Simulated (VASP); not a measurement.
Al (a cell with a defect), 7 atoms in the cell. The cell holds a defect, 7 atoms: a = 5.715 Å, b = 5.715 Å, c = 5.715 Å, α = 60.00°, β = 60.00°, γ = 60.00°. 

| Item | Value |
| --- | --- |
| Program | VASP 6.6.1 |
| Task | relaxation of the atoms |
| Functional | PBE |
| Potentials or basis | VASP PAW PBE potentials, release 64 (Al) |
| Cutoff | 450 eV |
| k mesh | 6 × 6 × 6 |
| Occupations | gaussian, width 0.1 eV |
| Spin | no spin polarisation |
| Dipole correction | no |
| Further INCAR settings | ALGO = Normal; EDIFF = 1e-07; IBRION = 2; EDIFFG = -0.025; NSW = 65 |

Potentials or basis: VASP PAW PBE potentials, release 64 (Al).

Launch:

```sh
$ cat potpaw_PBE.64/Al/POTCAR > POTCAR
$ mpirun -np 1 vasp_std > vasp.out
```

Hardware: 1 thread of Intel(R) Xeon(R) Platinum 8375C CPU @ 2.90GHz (Ice Lake), on a shared host.

Problem. Estimate the wall time of this run.

Solution. It took 26 s on 1 thread of Intel(R) Xeon(R) Platinum 8375C CPU @ 2.90GHz (Ice Lake), on a shared host, peak memory 0.23 GiB. Counts: scf iterations 15, k points 16, ion steps 1.
